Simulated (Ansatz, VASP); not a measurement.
# Si3As: VASP beside Ansatz

INCAR

```
PREC = Accurate
ENCUT = 520
EDIFF = 1E-7
ISMEAR = 0
SIGMA = 0.1
LREAL = F
LASPH = T
NELM = 60
ALGO = Normal
ISIF = 2
LWAVE = F
LCHARG = F
GGA = PE
NBANDS = 16
```

The input KPOINTS:

```
regular mesh
0
Gamma
  6 6 4
```

Contents of POSCAR:

```
Si3As
1.0
    2.9550667200      0.0000000000      0.0000000000
   -1.4775333600      2.5591628500      0.0000000000
    0.0000000000      0.0000000000      7.4350447300
Si As
3 1
Direct
    0.3333333300      0.6666666700      0.5000000000
    0.0000000000      0.0000000000      0.8033263700
    0.0000000000      0.0000000000      0.1966736300
    0.3333333300      0.6666666700      0.0000000000
```

Input for Ansatz:

```yaml
crystal:
  lattice:
    - [2.95506672, 0.0, 0.0]
    - [-1.47753336, 2.55916285, 0.0]
    - [0.0, 0.0, 7.43504473]
  atoms:
    - { symbol: Si, position: [0.33333333, 0.66666667, 0.5] }
    - { symbol: Si, position: [0.0, 0.0, 0.80332637] }
    - { symbol: Si, position: [0.0, 0.0, 0.19667363] }
    - { symbol: As, position: [0.33333333, 0.66666667, 0.0] }
basis:
  ecutwfc: 420
kpoints:
  mp_grid: { grid: [6, 6, 4] }
hamiltonian:
  xc: pbe
scf:
  occupations: { method: gaussian, width: 0.1 }
  lower_state_search: "off"
output:
  forces: true
  stress: true
  eigenvalues: true
```

Change from the starting cell: species swapped into the Tc3N type (P-6m2, No. 187).

Alike in both runs: task single point; functional PBE; k mesh 6 × 6 × 4; occupations gaussian, width 0.1 eV; no spin polarisation.

|  | VASP | Ansatz |
| --- | --- | --- |
| version | VASP 6.6.1 | Ansatz 0.2.0 |
| potentials or method | VASP PAW PBE potentials, release 64 (Si, As), cutoff 520 eV | scalar-relativistic, plane waves, PAW |
| valence electrons in the cell | 17 | 27 |

|  | VASP | Ansatz | Ansatz less VASP |
| --- | --- | --- | --- |
| gap on the k mesh at the Fermi level (eV) | none | none | - |
| rms of the force components (eV/Å) | 2.232 | 2.193 | -0.0394 |

Atom by atom the forces differ by 0.039 eV/Å (rms over components). A gap of «none» marks a metal or a gap that the smearing closes. The functional is the same, so the differences come from potentials, cutoffs and numerics. VASP's potentials hold 17 valence electrons a cell and Ansatz's 27, so a difference there can come from the potentials and not from the codes.

The k mesh is coarse, so the values compare programs but aren't converged.
